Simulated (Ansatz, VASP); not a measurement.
**BaHfH6: VASP beside Ansatz**

```
Ba Hf H
1.0
     3.38774    0.00000    0.00000
     0.00000    3.61240    3.97606
     0.00000   -3.61240    3.97606
Ba Hf H
1 1 6
Direct
  0.50000 0.55485 0.55485
  0.00000 0.99730 0.99730
  0.50000 0.76736 0.05730
  0.50000 0.05730 0.76736
  0.50000 0.15616 0.15616
  0.00000 0.86451 0.33954
  0.00000 0.33954 0.86451
  0.00000 0.76302 0.76302
```

Alike in both runs: functional PBE; k mesh 8 × 6 × 6; no spin polarisation.

Ansatz relaxed the structure, and its values are those at the end. VASP's run is a single point on that final structure, the one shown.

```csv
,VASP,Ansatz
version,VASP 6.6.1,Ansatz 0.2.0
potentials or method,"VASP PAW PBE potentials, release 64 (Ba_sv, Hf_pv, H), cutoff 520 eV","scalar-relativistic, plane waves, PAW"
occupations,"gaussian, width 0.01 eV",fixed
valence electrons in the cell,26,42
```

```tsv
	VASP	Ansatz	Ansatz less VASP
gap on the k mesh at the Fermi level (eV)	2.36	2.43	+0.067
least direct gap on the mesh (eV)	2.58	2.65	+0.064
pressure (GPa)	0.4	0.0	-0.38
rms of the force components (eV/Å)	0.032	0.000	-0.0320
```

VASP's potentials hold 26 valence electrons a cell and Ansatz's 42, so a difference there can come from the potentials and not from the codes.

Spin-orbit coupling is off throughout.
